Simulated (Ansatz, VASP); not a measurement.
**Sn: VASP beside Ansatz**

The input INCAR:

```
SYSTEM = Sn
PREC = Accurate
ENCUT = 520
EDIFF = 1E-6
ISMEAR = -1
SIGMA = 0.03
LREAL = .FALSE.
LASPH = .TRUE.
NELM = 60
ALGO = Normal
ISIF = 2
LWAVE = .FALSE.
LCHARG = .TRUE.
GGA = PE
LELF = .TRUE.
LVHAR = .TRUE.
NBANDS = 13
```

File KPOINTS:

```
regular mesh
0
G
  15 15 15
  0 0 0
```

The input POSCAR:

```
Sn
1.0
   -1.9222150934      1.9222150934      1.9222150934
    1.9222150934     -1.9222150934      1.9222150934
    1.9222150934      1.9222150934     -1.9222150934
Sn
1
Direct
    0.0000000000      0.0000000000      0.0000000000
```

Input for Ansatz:

```yaml
crystal:
  lattice:
    - [-1.9222150934, 1.9222150934, 1.9222150934]
    - [1.9222150934, -1.9222150934, 1.9222150934]
    - [1.9222150934, 1.9222150934, -1.9222150934]
  atoms:
    - { symbol: Sn, position: [0.0, 0.0, 0.0] }
kpoints:
  mp_grid: { grid: [15, 15, 15] }
scf:
  occupations: { method: fermi_dirac, width: 0.03 }
hamiltonian:
  xc: pbe
  pseudopotentials: { kind: all_electron, lapw: { basis_error: 0.001 } }
output:
  forces: true
  stress: true
  eigenvalues: true
```

Change from the starting cell: volume scaled by 1.03.

Alike in both runs: task single point; functional PBE; k mesh 15 × 15 × 15; occupations fermi-dirac, width 0.03 eV; no spin polarisation.

|  | VASP | Ansatz |
| --- | --- | --- |
| version | VASP 6.6.1 | Ansatz 0.2.0 |
| potentials or method | VASP PAW PBE potentials, release 64 (Sn_d), cutoff 520 eV | all-electron LAPW, scalar-relativistic |

```csv
,VASP,Ansatz,Ansatz less VASP
pressure (GPa),-1.3,-1.2,+0.06
```

Ansatz ran all-electron here, and VASP with PAW potentials.
